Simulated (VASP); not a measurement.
Wanted: the native input for a VASP 6.6.1 run.

```yaml
Task: single point
Functional: HSE06
Potentials_or_basis: VASP PAW PBE potentials, release 64 (Li_sv, F)
Cutoff: 520 eV
k_mesh: 8 × 8 × 8
Occupations: gaussian, width 0.01 eV
Spin: no spin polarisation
Dipole_correction: no
Grid_for_exact_exchange_PRECFOCK: Normal
Further_INCAR_settings: ALGO = Normal; EDIFF = 1e-06; NBANDS = 12
Share_of_exact_exchange: 0.25
Screening_parameter: 0.2079 1/Å
```

LiF:

```
Li F
1.0
     2.54721    0.00000    0.00000
     0.00000    2.51626    0.00000
     0.00000    0.00000    2.51626
Li F
1 1
Direct
  0.00000 0.00000 0.00000
  0.50000 0.50000 0.50000
```

This cell differs from its parent crystal: uniaxial x strain +1.2%.

These files were run (other wordings do the same):

POSCAR

```
LiF
1.0
    2.5472084227      0.0000000000      0.0000000000
    0.0000000000      2.5162584438      0.0000000000
    0.0000000000      0.0000000000      2.5162584438
Li F
1 1
Direct
    0.0000000000      0.0000000000      0.0000000000
    0.5000000000      0.5000000000      0.5000000000
```

INCAR.step1

```
SYSTEM = LiF
ALGO     = Normal         ! electronic algorithm
EDIFF    = 1E-5           ! SCF threshold, eV
ENCUT    = 520            ! plane-wave cutoff, eV
GGA      = PE             ! functional
ISIF     = 2              ! what is computed and relaxed
ISMEAR   = 0              ! smearing method
KPAR     = 2            
LASPH    = .TRUE.         ! aspherical terms in the spheres
LCHARG   = .FALSE.        ! write CHGCAR
LREAL    = .FALSE.        ! projectors in reciprocal space
LWAVE    = .TRUE.         ! write WAVECAR
NBANDS   = 12             ! bands
NELM     = 60             ! most SCF steps
PREC     = Accurate       ! precision mode
SIGMA    = 0.01           ! smearing width, eV
```

INCAR.step2

```
SYSTEM = LiF
ALGO     = Normal         ! electronic algorithm
EDIFF    = 1E-6           ! SCF threshold, eV
ENCUT    = 520            ! plane-wave cutoff, eV
GGA      = PE             ! functional
HFSCREEN = 0.2079         ! screening, 1/A
ISIF     = 2              ! what is computed and relaxed
ISMEAR   = 0              ! smearing method
ISTART   = 1            
KPAR     = 2            
LASPH    = .TRUE.         ! aspherical terms in the spheres
LCHARG   = .FALSE.        ! write CHGCAR
LHFCALC  = .TRUE.         ! exact exchange
LREAL    = .FALSE.        ! projectors in reciprocal space
LWAVE    = .FALSE.        ! write WAVECAR
NBANDS   = 12             ! bands
NELM     = 60             ! most SCF steps
PREC     = Accurate       ! precision mode
PRECFOCK = Normal       
SIGMA    = 0.01           ! smearing width, eV
```

KPOINTS

```
k-points
0
G
  8 8 8
  0 0 0
```

Potentials or basis: VASP PAW PBE potentials, release 64 (Li_sv, F).

Run with:

```sh
$ cat potpaw_PBE.64/Li_sv/POTCAR potpaw_PBE.64/F/POTCAR > POTCAR
$ cp INCAR.step1 INCAR
$ mpirun -np 2 vasp_std > vasp.out
$ cp INCAR.step2 INCAR
$ mpirun -np 2 vasp_std > vasp.out
```

It gave:

```yaml
Band_gap_on_the_k_mesh: 10.03 eV (least direct gap 10.76 eV)
```

Caveat: the cell differs from its parent crystal (uniaxial x strain +1.2%); the structure was generated, so it needn't be the stable form of LiF.

Run time: 11 min on 2 MPI ranks on Intel(R) Xeon(R) Platinum 8488C (Sapphire Rapids) (shared host), peak memory 0.23 GiB a rank.
